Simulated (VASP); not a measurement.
# Si4Bi (P-1) in VASP: single point with PBE

Aim: the single point of Si4Bi with PBE.

Program: VASP 6.6.1. These are calculated values, not measurements. Logs are shortened: lines on timing, memory, paths and dates and some standing lists are left out, and cuts for length are marked.

## (1) The cell of the first run

The typed cell holds 5 atoms: a = 3.792 Å, b = 4.637 Å, c = 5.971 Å, α = 75.12°, β = 71.57°, γ = 89.90°.

## (2) Single point, PBE

Contents of INCAR:

```
ALGO = Normal
EDIFF = 1E-6
ENCUT = 520
GGA = PE
ISIF = 2
ISMEAR = 0
LASPH = True
LCHARG = True
LELF = True
LREAL = False
LVHAR = True
LWAVE = False
NBANDS = 24
NELM = 60
PREC = Accurate
SIGMA = 0.1
```

Contents of KPOINTS:

```
k-points
0
Gamma
  6 4 4
```

Contents of POSCAR:

```
Si4Bi
1.0
    3.7915712700      0.0000000000      0.0000000000
    0.0079816200      4.6369847600      0.0000000000
    1.8874144200      1.5300352300      5.4543203300
Si Bi
4 1
Direct
    0.8888540300      0.6072760200      0.7080580000
    0.2926819900      0.2066040000      0.8889120200
    0.7073180100      0.7933960000      0.1110879800
    0.1111459700      0.3927239800      0.2919420000
    0.5000000000      0.0000000000      0.5000000000
```

Potentials or basis: VASP PAW PBE potentials, release 64 (Si, Bi_d).

Run with:

```
cat potpaw_PBE.64/Si/POTCAR potpaw_PBE.64/Bi_d/POTCAR > POTCAR
mpirun -np 1 vasp_std > vasp.out
```

OUTCAR:

```text
EDIFF = 1E-6
   ENCUT = 520
   GGA = PE
   ISIF = 2
   ISMEAR = 0
   LASPH = True
   LREAL = False
   NELM = 60
   PREC = Accurate

 ion  position               nearest neighbor table
   1  0.889  0.607  0.708-   2 2.64   5 2.65   3 2.65   2 2.68   5 2.69   4 2.80
   2  0.293  0.207  0.889-   5 2.63   1 2.64   4 2.65   1 2.68   3 2.68   3 2.81
   3  0.707  0.793  0.111-   5 2.63   4 2.64   1 2.65   4 2.68   2 2.68   2 2.81
   4  0.111  0.393  0.292-   3 2.64   5 2.65   2 2.65   3 2.68   5 2.69   1 2.80
   5  0.500  0.000  0.500-   2 2.63   3 2.63   1 2.65   4 2.65   4 2.69   1 2.69

  LATTYP: Found a triclinic cell.
 ALAT       =     3.7915712700
 B/A-ratio  =     3.5296986349
 C/A-ratio  =     1.5810991931
 COS(alpha) =     0.0001835182
 COS(beta)  =     0.6338027999
 COS(gamma) =     0.7064574680

  Lattice vectors:

 A1 = (  -3.7915712700,   0.0000000000,   0.0000000000)
 A2 = (  -9.4545937200,   7.7439342900,  -5.4543203300)
 A3 = (  -3.7995528900,  -4.6369847600,   0.0000000000)

Analysis of symmetry for initial positions (statically):
=====================================================================
 Subroutine PRICEL returns:
 Original cell was already a primitive cell.

 Routine SETGRP: Setting up the symmetry group for a
 triclinic supercell.

 Subroutine GETGRP returns: Found  2 space group operations
 (whereof  2 operations were pure point group operations)
 out of a pool of  2 trial point group operations.

The static configuration has the point symmetry S_2 .

Analysis of symmetry for dynamics (positions and initial velocities):
=====================================================================
 Subroutine PRICEL returns:
 Original cell was already a primitive cell.

 Routine SETGRP: Setting up the symmetry group for a
 triclinic supercell.

 Subroutine GETGRP returns: Found  2 space group operations
 (whereof  2 operations were pure point group operations)
 out of a pool of  2 trial point group operations.

The dynamic configuration has the point symmetry S_2 .

 Subroutine INISYM returns: Found  2 space group operations
 (whereof  2 operations are pure point group operations),
 and found     1 'primitive' translations

----------------------------------------------------------------------------------------

                                     Primitive cell

  volume of cell :      95.8949

  direct lattice vectors                    reciprocal lattice vectors
     3.791571270  0.000000000  0.000000000     0.263742899 -0.000453979 -0.091138312
     0.007981620  4.636984760  0.000000000     0.000000000  0.215657383 -0.060495786
     1.887414420  1.530035230  5.454320330     0.000000000  0.000000000  0.183340900

  length of vectors
     3.791571270  4.636991629  5.971009233     0.279046080  0.223981801  0.183340900

  position of ions in fractional coordinates (direct lattice)
     0.888854030  0.607276020  0.708058000
     0.292681990  0.206604000  0.888912020
     0.707318010  0.793396000  0.111087980
     0.111145970  0.392723980  0.291942000
     0.500000000  0.000000000  0.500000000

  ion indices of the primitive-cell ions
   primitive index   ion index
                 1           1
                 2           2
                 3           3
                 4           4
                 5           5

----------------------------------------------------------------------------------------

 KPOINTS: k-points

Automatic generation of k-mesh.
 Grid dimensions read from file:
 generate k-points for:    6    4    4

 Generating k-lattice:

  Cartesian coordinates                     Fractional coordinates (reciprocal lattice)
     0.043957150 -0.000075663 -0.015189719     0.166666667 -0.000000000 -0.000000000
     0.000000000  0.053914346 -0.015123946     0.000000000  0.250000000  0.000000000
     0.000000000  0.000000000  0.045835225     0.000000000  0.000000000  0.250000000

  Length of vectors
     0.046507680  0.055995450  0.045835225

  Shift w.r.t. Gamma in fractional coordinates (k-lattice)
     0.000000000  0.000000000  0.000000000

 Subroutine IBZKPT returns following result:
 ===========================================

 Found     52 irreducible k-points:

 Following reciprocal coordinates:
            Coordinates               Weight
  0.000000  0.000000  0.000000      1.000000
  0.166667 -0.000000  0.000000      2.000000
  0.333333 -0.000000 -0.000000      2.000000
  0.500000 -0.000000 -0.000000      1.000000
  0.000000  0.250000  0.000000      2.000000
  0.166667  0.250000  0.000000      2.000000
[... 16 lines left out ...]
  0.333333  0.250000  0.250000      2.000000
  0.500000  0.250000  0.250000      2.000000
 [... further k-points ...]
   k-points           NKPTS =     52   k-points in BZ     NKDIM =     52   number of bands    NBANDS=     24
   number of dos      NEDOS =    301   number of ions     NIONS =      5
   total plane-waves  NPLWV =  48384
   dimension x,y,z NGX =    28 NGY =   36 NGZ =   48
   dimension x,y,z NGXF=    56 NGYF=   72 NGZF=   96
   ions per type =               4   1
   NGX,Y,Z   is equivalent  to a cutoff of  12.28, 12.91, 13.36 a.u.
   NGXF,Y,Z  is equivalent  to a cutoff of  24.55, 25.81, 26.73 a.u.
 SYSTEM =  unknown system
   PREC   = accura    normal or accurate (medium, high low for compatibility)
   ISTART =      0    job   : 0-new  1-cont  2-samecut
   ICHARG =      2    charge: 1-file 2-atom 10-const
   ISPIN  =      1    spin polarized calculation?
   LNONCOLLINEAR =      F non collinear calculations
   LSORBIT =      F    spin-orbit coupling
   LASPH  =      T    aspherical Exc in radial PAW
   ENCUT  =  520.0 eV  38.22 Ry    6.18 a.u.   7.05  8.62 11.10*2*pi/ulx,y,z
   NELM   =     60;   NELMIN=  2; NELMDL= -5     # of ELM steps
   EDIFF  = 0.1E-05   stopping-criterion for ELM
   LREAL  =      F    real-space projection
   EDIFFG = 0.1E-04   stopping-criterion for IOM
   NSW    =      0    number of steps for IOM
   IBRION =     -1    ionic relax: 0-MD 1-quasi-New 2-CG
   NFREE  =      0    steps in history (QN), initial steepest desc. (CG)
   ISIF   =      2    stress and relaxation
   ISYM   =      2    0-nonsym 1-usesym 2-fastsym
   POTIM  = 0.5000    time-step for ionic-motion
   TEBEG  =    0.0;   TEEND  =   0.0 temperature during run
   PSTRESS=    0.0 pullay stress
   NELECT =      31.0000    total number of electrons
   NUPDOWN=      -1.0000    fix difference up-down
   EMIN   =  10.00;   EMAX   =-10.00  energy-range for DOS
   EFERMI =   0.00;   METHOD = LEGACY
   ISMEAR =     0;   SIGMA  =   0.10  broadening in eV -4-tet -1-fermi 0-gaus
   EFERMI_NEDOS =   21; number of points for ismear=-14 and -15
   IALGO  =     38    algorithm
   IMIX   =      4    mixing-type and parameters
     AMIX     =   0.40;   BMIX     =  1.00
     AMIX_MAG =   1.60;   BMIX_MAG =  1.00
  volume/ion in A,a.u.               =      19.18       129.43
  Fermi-wavevector in a.u.,A,eV,Ry     =   1.123562  2.123224 17.175868  1.262391
  Thomas-Fermi vector in A             =   2.260228
   LORBIT       =      0    0 simple, 1 ext, 2 COOP (PROOUT), +10 PAW based schemes
   GGA     = PE    functional components
   LHFCALC =     F    Hartree Fock is set to
   AEXX    =    0.0000 exact exchange contribution
   IVDW    =     0    specifies the selected vdW correction
   LEPSILON=     F    determine dielectric tensor
   LRPA    =     F    only Hartree local field effects (RPA)
 non-spin polarized calculation
 Gauss-broadening in eV      SIGMA  =   0.10
  energy-cutoff  :      520.00
  volume of cell :       95.89
 maximum number of plane-waves:      2616
   NGX = 15   NGY = 17   NGZ = 23

 number of electron      31.0000002 magnetization

 Free energy of the ion-electron system (eV)
  ---------------------------------------------------
  ext. energy  EPLUGINS =         0.00000000
  ---------------------------------------------------
  free energy    TOTEN  =       -22.33071874 eV

  energy without entropy =      -22.31924190  energy(sigma->0) =      -22.32498032

 E-fermi :   8.2042     XC(G=0): -10.5119

 val. band max:        8.1633160050   @ k =   0.1667  -0.0000   0.2500
 cond. band min:       8.2153427372   @ k =   0.1667   0.5000   0.5000
 fundamental gap:      0.0520267322
 Fermi energy:         8.2041825531

 k-point     1 :       0.0000    0.0000    0.0000
  band No.  band energies     occupation
      1     -14.9676      2.00000
      2     -14.9119      2.00000
      3     -14.8666      2.00000
      4     -14.8420      2.00000
      5     -14.8238      2.00000
      6      -5.7696      2.00000
[... 16 lines left out ...]
     23      14.0462      0.00000
     24      14.2601      0.00000

 k-point     2 :       0.1667   -0.0000    0.0000
  band No.  band energies     occupation
      1     -14.9586      2.00000
      2     -14.9207      2.00000
      3     -14.8555      2.00000
      4     -14.8421      2.00000
      5     -14.8284      2.00000
      6      -5.4866      2.00000
[... 16 lines left out ...]
     23      13.7465      0.00000
     24      14.2175      0.00000

 k-point     3 :       0.3333   -0.0000   -0.0000
  band No.  band energies     occupation
      1     -14.9530      2.00000
      2     -14.9310      2.00000
      3     -14.8465      2.00000
      4     -14.8344      2.00000
      5     -14.8269      2.00000
      6      -4.7018      2.00000
[... 16 lines left out ...]
     23      14.1942      0.00000
     24      14.3924      0.00000
[... 514 lines left out ...]
 k-point    23 :       0.3333    0.2500    0.2500
  band No.  band energies     occupation
      1     -14.9550      2.00000
      2     -14.9324      2.00000
      3     -14.8462      2.00000
      4     -14.8321      2.00000
      5     -14.8260      2.00000
      6      -4.4992      2.00000
[... 16 lines left out ...]
     23      13.6408      0.00000
     24      14.3473      0.00000

 k-point    24 :       0.5000    0.2500    0.2500
  band No.  band energies     occupation
      1     -14.9608      2.00000
      2     -14.9313      2.00000
      3     -14.8510      2.00000
      4     -14.8322      2.00000
      5     -14.8097      2.00000
      6      -3.8115      2.00000
[... 16 lines left out ...]
     23      13.4096      0.00000
     24      15.7928      0.00000

 [... further k-points ...]

------------------------ aborting loop because EDIFF is reached ----------------------------------------

  FORCE on cell =-STRESS in cart. coord.  units (eV):
  Direction    XX          YY          ZZ          XY          YZ          ZX
  --------------------------------------------------------------------------------------
  -------------------------------------------------------------------------------------
  Total        3.7691589      3.4584269      2.9673821     -0.9693126     -0.2896520      0.4947132
  in kB       62.9737415     57.7821445     49.5779450    -16.1949232     -4.8394011      8.2654887
  external PRESSURE =      56.7779437 kB  Pullay stress =       0.0000000 kB

 VOLUME and BASIS-vectors are now :
 -----------------------------------------------------------------------------
  energy-cutoff  :      520.00
  volume of cell :       95.89
      direct lattice vectors                 reciprocal lattice vectors
     3.791571270  0.000000000  0.000000000     0.263742899 -0.000453979 -0.091138312
     0.007981620  4.636984760  0.000000000     0.000000000  0.215657383 -0.060495786
     1.887414420  1.530035230  5.454320330     0.000000000  0.000000000  0.183340900

 POSITION                                       TOTAL-FORCE (eV/Angst)
 -----------------------------------------------------------------------------------
      4.71140      3.89928      3.86198         0.181068     -2.038251      1.362411
      2.78912      2.31809      4.84841         0.002709      1.079398      1.683905
      2.89785      3.84893      0.60591        -0.002709     -1.079398     -1.683905
      0.97557      2.26774      1.59235        -0.181068      2.038251     -1.362411
      2.83949      0.76502      2.72716        -0.000000      0.000000      0.000000
 -----------------------------------------------------------------------------------
    total drift:                                0.000000      0.000000      0.000000

  FREE ENERGIE OF THE ION-ELECTRON SYSTEM (eV)
  ---------------------------------------------------
  free  energy   TOTEN  =       -22.3307187431 eV

  energy  without entropy=      -22.3192419046  energy(sigma->0) =      -22.32498032
```

Wall time 54 s (1 thread of Intel Xeon Platinum 8488C (Sapphire Rapids), shared host); peak memory 0.26 GiB.

Results:

```
Free energy   : -22.3307 eV
Pressure      : 5.7 GPa
Largest force : 2.458 eV/Å
```

Forces on the atoms (eV/Å):
```
Si   0.181 -2.038  1.362
Si   0.003  1.079  1.684
Si  -0.003 -1.079 -1.684
Si  -0.181  2.038 -1.362
Bi   0.000  0.000  0.000
```

Caveat: spin-orbit coupling is left out, which moves the levels of the heavy elements; forces of over 1 eV/Å act on the atoms, so gaps and moduli don't describe the material at rest.
